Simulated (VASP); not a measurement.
# Fe (Im-3m) in VASP: a series of runs

Aim: see how the results for Fe move with the level of theory and the settings. Levels: LDA, PBE. Tasks: single point.

All numbers are computed with VASP 6.6.1; they aren't measurements. Logs are shortened: lines on timing, memory, paths and dates and some standing lists are left out, and cuts for length are marked.

### 1 The cell of the first run

It takes space group Im-3m (No. 229, cubic). Conventional cell: a = 2.787 Å, b = 2.787 Å, c = 2.787 Å, α = 90.00°, β = 90.00°, γ = 90.00°. Within 3.2 Å of Fe (site symmetry m-3m) lie 14 Fe at 2.41 to 2.79 Å.

### 2 Single point, LDA, collinear spin, ferromagnetic start

Input file INCAR:

```
PREC = Accurate
ENCUT = 600
EDIFF = 1E-6
ISMEAR = -1
SIGMA = 0.05
LREAL = False
LASPH = True
NELM = 200
ALGO = Normal
ISIF = 2
LWAVE = False
LCHARG = True
ISPIN = 2
MAGMOM = 2.2
LORBIT = 11
LMAXMIX = 4
GGA = CA
LELF = True
LVHAR = True
NBANDS = 14
GGA_COMPAT = False
```

Input file KPOINTS:

```
regular mesh
0
Gamma
  15 15 15
```

Input file POSCAR:

```
Fe
1.0
   -1.3935430000      1.3935430000      1.3935430000
    1.3935430000     -1.3935430000      1.3935430000
    1.3935430000      1.3935430000     -1.3935430000
Fe
1
Direct
    0.0000000000      0.0000000000      0.0000000000
```

Potentials or basis: VASP PAW LDA potentials, release 64 (Fe).

Command:

```console
cat potpaw_LDA.64/Fe/POTCAR > POTCAR
mpirun -np 1 vasp_std > vasp.out
```

OUTCAR:

```text
PREC = Accurate
   ENCUT = 600
   EDIFF = 1E-6
   ISMEAR = -1
   LREAL = False
   LASPH = True
   NELM = 200
   ISIF = 2
   ISPIN = 2
   LORBIT = 11
   GGA = CA

 ion  position               nearest neighbor table
   1  0.000  0.000  0.000-

  LATTYP: Found a body centered cubic cell.
 ALAT       =     2.7870860000

  Lattice vectors:

 A1 = (  -1.3935430000,   1.3935430000,   1.3935430000)
 A2 = (   1.3935430000,  -1.3935430000,   1.3935430000)
 A3 = (   1.3935430000,   1.3935430000,  -1.3935430000)

Analysis of symmetry for initial positions (statically):
=====================================================================
 Subroutine PRICEL returns:
 Original cell was already a primitive cell.

 Routine SETGRP: Setting up the symmetry group for a
 body centered cubic supercell.

 Subroutine GETGRP returns: Found 48 space group operations
 (whereof 48 operations were pure point group operations)
 out of a pool of 48 trial point group operations.

The static configuration has the point symmetry O_h .

Analysis of symmetry for dynamics (positions and initial velocities):
=====================================================================
 Subroutine PRICEL returns:
 Original cell was already a primitive cell.

 Routine SETGRP: Setting up the symmetry group for a
 body centered cubic supercell.

 Subroutine GETGRP returns: Found 48 space group operations
 (whereof 48 operations were pure point group operations)
 out of a pool of 48 trial point group operations.

The dynamic configuration has the point symmetry O_h .

Analysis of structural, dynamic, and magnetic symmetry:
=====================================================================
 Subroutine PRICEL returns:
 Original cell was already a primitive cell.

 Routine SETGRP: Setting up the symmetry group for a
 body centered cubic supercell.

 Subroutine GETGRP returns: Found 48 space group operations
 (whereof 48 operations were pure point group operations)
 out of a pool of 48 trial point group operations.

The overall configuration has the point symmetry O_h .

 Subroutine INISYM returns: Found 48 space group operations
 (whereof 48 operations are pure point group operations),
 and found     1 'primitive' translations

----------------------------------------------------------------------------------------

                                     Primitive cell

  volume of cell :      10.8248

  direct lattice vectors                    reciprocal lattice vectors
    -1.393543000  1.393543000  1.393543000     0.000000000  0.358797683  0.358797683
     1.393543000 -1.393543000  1.393543000     0.358797683  0.000000000  0.358797683
     1.393543000  1.393543000 -1.393543000     0.358797683  0.358797683  0.000000000

  length of vectors
     2.413687279  2.413687279  2.413687279     0.507416550  0.507416550  0.507416550

  position of ions in fractional coordinates (direct lattice)
     0.000000000  0.000000000  0.000000000

  ion indices of the primitive-cell ions
   primitive index   ion index
                 1           1

----------------------------------------------------------------------------------------

 KPOINTS: regular mesh

Automatic generation of k-mesh.
 Grid dimensions read from file:
 generate k-points for:   15   15   15

 Generating k-lattice:

  Cartesian coordinates                     Fractional coordinates (reciprocal lattice)
     0.000000000  0.023919846  0.023919846     0.066666667  0.000000000  0.000000000
     0.023919846  0.000000000  0.023919846     0.000000000  0.066666667  0.000000000
     0.023919846  0.023919846  0.000000000     0.000000000  0.000000000  0.066666667

  Length of vectors
     0.033827770  0.033827770  0.033827770

  Shift w.r.t. Gamma in fractional coordinates (k-lattice)
     0.000000000  0.000000000  0.000000000

 Subroutine IBZKPT returns following result:
 ===========================================

 Found    120 irreducible k-points:

 Following reciprocal coordinates:
            Coordinates               Weight
  0.000000  0.000000  0.000000      1.000000
  0.066667  0.000000  0.000000     12.000000
  0.133333  0.000000  0.000000     12.000000
  0.200000  0.000000  0.000000     12.000000
  0.266667  0.000000  0.000000     12.000000
  0.333333  0.000000  0.000000     12.000000
[... 16 lines left out ...]
  0.333333  0.200000 -0.000000     48.000000
  0.400000  0.200000  0.000000     24.000000
 [... further k-points ...]
   k-points           NKPTS =    120   k-points in BZ     NKDIM =    120   number of bands    NBANDS=     14
   number of dos      NEDOS =    301   number of ions     NIONS =      1
   total plane-waves  NPLWV =   8000
   dimension x,y,z NGX =    20 NGY =   20 NGZ =   20
   dimension x,y,z NGXF=    40 NGYF=   40 NGZF=   40
   ions per type =               1
   NGX,Y,Z   is equivalent  to a cutoff of  13.78, 13.78, 13.78 a.u.
   NGXF,Y,Z  is equivalent  to a cutoff of  27.55, 27.55, 27.55 a.u.
 SYSTEM =  unknown system
   PREC   = accura    normal or accurate (medium, high low for compatibility)
   ISTART =      0    job   : 0-new  1-cont  2-samecut
   ICHARG =      2    charge: 1-file 2-atom 10-const
   ISPIN  =      2    spin polarized calculation?
   LNONCOLLINEAR =      F non collinear calculations
   LSORBIT =      F    spin-orbit coupling
   LASPH  =      T    aspherical Exc in radial PAW
   ENCUT  =  600.0 eV  44.10 Ry    6.64 a.u.   4.82  4.82  4.82*2*pi/ulx,y,z
   NELM   =    200;   NELMIN=  2; NELMDL= -5     # of ELM steps
   EDIFF  = 0.1E-05   stopping-criterion for ELM
   LREAL  =      F    real-space projection
   EDIFFG = 0.1E-04   stopping-criterion for IOM
   NSW    =      0    number of steps for IOM
   IBRION =     -1    ionic relax: 0-MD 1-quasi-New 2-CG
   NFREE  =      0    steps in history (QN), initial steepest desc. (CG)
   ISIF   =      2    stress and relaxation
   ISYM   =      2    0-nonsym 1-usesym 2-fastsym
   POTIM  = 0.5000    time-step for ionic-motion
   TEBEG  =    0.0;   TEEND  =   0.0 temperature during run
   PSTRESS=    0.0 pullay stress
   NELECT =       8.0000    total number of electrons
   NUPDOWN=      -1.0000    fix difference up-down
   EMIN   =  10.00;   EMAX   =-10.00  energy-range for DOS
   EFERMI =   0.00;   METHOD = LEGACY
   ISMEAR =    -1;   SIGMA  =   0.05  broadening in eV -4-tet -1-fermi 0-gaus
   EFERMI_NEDOS =   21; number of points for ismear=-14 and -15
   IALGO  =     38    algorithm
   IMIX   =      4    mixing-type and parameters
     AMIX     =   0.40;   BMIX     =  1.00
     AMIX_MAG =   1.60;   BMIX_MAG =  1.00
  volume/ion in A,a.u.               =      10.82        73.05
  Fermi-wavevector in a.u.,A,eV,Ry     =   1.480123  2.797027 29.807153  2.190764
  Thomas-Fermi vector in A             =   2.594196
   LORBIT       =     11    0 simple, 1 ext, 2 COOP (PROOUT), +10 PAW based schemes
   GGA     = CA    functional components
   LHFCALC =     F    Hartree Fock is set to
   AEXX    =    0.0000 exact exchange contribution
   IVDW    =     0    specifies the selected vdW correction
   LEPSILON=     F    determine dielectric tensor
   LRPA    =     F    only Hartree local field effects (RPA)
 spin polarized calculation
  energy-cutoff  :      600.00
  volume of cell :       10.82
 maximum number of plane-waves:       370
   NGX =  9   NGY =  9   NGZ =  9

 number of electron       8.0000000 magnetization       2.0126627

 Free energy of the ion-electron system (eV)
  ---------------------------------------------------
  ext. energy  EPLUGINS =         0.00000000
  ---------------------------------------------------
  free energy    TOTEN  =        -9.21376520 eV

  energy without entropy =       -9.20564014  energy(sigma->0) =       -9.20970267

 E-fermi :   6.2428     XC(G=0): -13.6925

 val. band max:        6.2385551185   @ k =  -0.4000   0.4000   0.2667
 cond. band min:       6.2514443458   @ k =  -0.1333   0.2000   0.0667
 fundamental gap:      0.0128892273
 Fermi energy:         6.2427837651

 spin component 1

 k-point     1 :       0.0000    0.0000    0.0000
  band No.  band energies     occupation
      1      -2.5982      1.00000
      2       3.8387      1.00000
      3       3.8387      1.00000
      4       3.8387      1.00000
      5       5.2929      1.00000
      6       5.2929      1.00000
      7      31.5498      0.00000
      8      31.5498      0.00000
      9      31.5498      0.00000
     10      37.0094      0.00000
     11      37.0094      0.00000
     12      39.4449      0.00000
     13      39.4449      0.00000
     14      39.4449      0.00000
[... 375 lines left out ...]
 k-point    24 :       0.4000    0.2000    0.0000
  band No.  band energies     occupation
      1       1.7777      1.00000
      2       2.7515      1.00000
      3       3.8549      1.00000
      4       5.3127      1.00000
      5       5.8345      0.99972
      6      10.2591      0.00000
      7      14.1639      0.00000
      8      19.3630      0.00000
      9      25.9687      0.00000
     10      33.0200      0.00000
     11      37.7091      0.00000
     12      41.0863      0.00000
     13      45.3633      0.00000
     14      51.1459      0.00000

 [... further k-points ...]

 spin component 2

 k-point     1 :       0.0000    0.0000    0.0000
  band No.  band energies     occupation
      1      -2.2338      1.00000
      2       5.4800      1.00000
      3       5.4800      1.00000
      4       5.4800      1.00000
      5       7.4405      0.00000
      6       7.4405      0.00000
      7      31.7057      0.00000
      8      31.7057      0.00000
      9      31.7057      0.00000
     10      37.4712      0.00000
     11      37.4712      0.00000
     12      40.2308      0.00000
     13      40.2308      0.00000
     14      40.2308      0.00000
[... 375 lines left out ...]
 k-point    24 :       0.4000    0.2000    0.0000
  band No.  band energies     occupation
      1       3.0041      1.00000
      2       4.1933      1.00000
      3       5.1096      1.00000
      4       7.3242      0.00000
      5       7.8491      0.00000
      6      11.4316      0.00000
      7      15.3087      0.00000
      8      20.0917      0.00000
      9      26.5328      0.00000
     10      33.5298      0.00000
     11      38.0874      0.00000
     12      41.7065      0.00000
     13      46.1603      0.00000
     14      51.4259      0.00000

 [... further k-points ...]

------------------------ aborting loop because EDIFF is reached ----------------------------------------

  FORCE on cell =-STRESS in cart. coord.  units (eV):
  Direction    XX          YY          ZZ          XY          YZ          ZX
  --------------------------------------------------------------------------------------
  -------------------------------------------------------------------------------------
  Total       -0.6885760     -0.6885760     -0.6885760      0.0000000      0.0000000     -0.0000000
  in kB     -101.9157544   -101.9157544   -101.9157544      0.0000000      0.0000000     -0.0000000
  external PRESSURE =    -101.9157544 kB  Pullay stress =       0.0000000 kB

 VOLUME and BASIS-vectors are now :
 -----------------------------------------------------------------------------
  energy-cutoff  :      600.00
  volume of cell :       10.82
      direct lattice vectors                 reciprocal lattice vectors
    -1.393543000  1.393543000  1.393543000     0.000000000  0.358797683  0.358797683
     1.393543000 -1.393543000  1.393543000     0.358797683  0.000000000  0.358797683
     1.393543000  1.393543000 -1.393543000     0.358797683  0.358797683  0.000000000

 POSITION                                       TOTAL-FORCE (eV/Angst)
 -----------------------------------------------------------------------------------
      0.00000      0.00000      0.00000        -0.000000     -0.000000      0.000000
 -----------------------------------------------------------------------------------
    total drift:                                0.000000     -0.000000      0.000000

  FREE ENERGIE OF THE ION-ELECTRON SYSTEM (eV)
  ---------------------------------------------------
  free  energy   TOTEN  =        -9.2137652015 eV

  energy  without entropy=       -9.2056401401  energy(sigma->0) =       -9.20970267

 total charge

# of ion       s       p       d       tot
------------------------------------------
    1        0.508   0.579   6.296   7.383

 magnetization (x)

# of ion       s       p       d       tot
------------------------------------------
    1       -0.010  -0.037   2.032   1.985
```

Wall time 43 s (1 thread of Intel Xeon 8259CL, shared host); peak memory 0.15 GiB.

Results:

* Free energy: -9.2138 eV
* Pressure: -10.2 GPa
* Band gap on the k mesh: zero (filled and empty bands overlap)
* Net moment: 2.01 μB per cell
* Site moments: Fe +1.99 μB
* Valence electrons inside the program's atomic spheres: Fe 7.38

Levels at points of the mesh, in eV from the Fermi level:
Spin up:
```tsv
k point	band 2	band 3	band 4	band 5	band 6	band 7	band 8	band 9
(0.00, 0.00, 0.00)	-2.40	-2.40	-2.40	-0.95	-0.95	25.31	25.31	25.31
```
Spin down:
```
           k point  band 1  band 2  band 3  band 4  band 5  band 6  band 7
(0.00, 0.00, 0.00)   -8.48   -0.76   -0.76   -0.76    1.20    1.20   25.46
```

Caveat: the cell stands under tension.

[end of part 1 of 2]
